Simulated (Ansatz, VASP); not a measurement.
# BN: VASP beside Ansatz

INCAR

```
PREC = Accurate
ENCUT = 520
EDIFF = 1E-6
ISMEAR = 0
SIGMA = 0.05
LREAL = F
LASPH = T
NELM = 60
ALGO = Normal
ISIF = 2
LWAVE = F
LCHARG = F
GGA = PE
NBANDS = 16
```

The input KPOINTS:

```
Automatic mesh
0
Gamma
  6 6 6
```

POSCAR

```
BN
1.0
    0.0000000000     -1.8123937734     -1.8123937734
   -1.8123937734      0.0000000000     -1.8123937734
    1.8123937734      1.8123937734     -3.6247875468
B N
2 2
Direct
    0.0155351247      0.0217132917      0.0000000000
    0.4844648753      0.4782867083      0.5000000000
    0.3908981079      0.3972206297      0.8750000000
    0.8591018921      0.8527793703      0.3750000000
```

Input for Ansatz:

```yaml
crystal:
  lattice:
    - [0.0, -1.8123937734, -1.8123937734]
    - [-1.8123937734, 0.0, -1.8123937734]
    - [1.8123937734, 1.8123937734, -3.6247875468]
  atoms:
    - { symbol: B, position: [0.0155351247, 0.0217132917, 0.0] }
    - { symbol: B, position: [0.4844648753, 0.4782867083, 0.5] }
    - { symbol: "N", position: [0.3908981079, 0.3972206297, 0.875] }
    - { symbol: "N", position: [0.8591018921, 0.8527793703, 0.375] }
basis:
  ecutwfc: 520.0
kpoints:
  mp_grid: { grid: [6, 6, 6] }
hamiltonian:
  xc: pbe
scf:
  occupations: { method: gaussian, width: 0.05 }
output:
  forces: true
  stress: true
  eigenvalues: true
```

Change from the starting cell: mode 4 frozen in at -0.068 Å and mode 5 at -0.051 Å (largest displacements).

Alike in both runs: task single point; functional PBE; k mesh 6 × 6 × 6; occupations gaussian, width 0.05 eV; no spin polarisation.

|  | VASP | Ansatz |
| --- | --- | --- |
| version | VASP 6.6.1 | Ansatz 0.2.0 |
| potentials or method | VASP PAW PBE potentials, release 64 (B, N), cutoff 520 eV | scalar-relativistic, plane waves, PAW |
| valence electrons in the cell | 16 | 16 |

|  | VASP | Ansatz | Ansatz less VASP |
| --- | --- | --- | --- |
| gap on the k mesh at the Fermi level (eV) | 4.31 | 4.32 | +0.010 |
| least direct gap on the mesh (eV) | 6.27 | 6.28 | +0.013 |
| pressure (GPa) | 0.0 | -0.2 | -0.20 |
| traceless stress, the component that is largest in VASP (GPa) | -1.61 | -1.61 | -0.001 |
| rms of the force components (eV/Å) | 0.521 | 0.521 | +0.0003 |

Atom by atom the forces differ by 0.001 eV/Å (rms over components).

The k mesh is coarse, so the values compare programs but aren't converged.
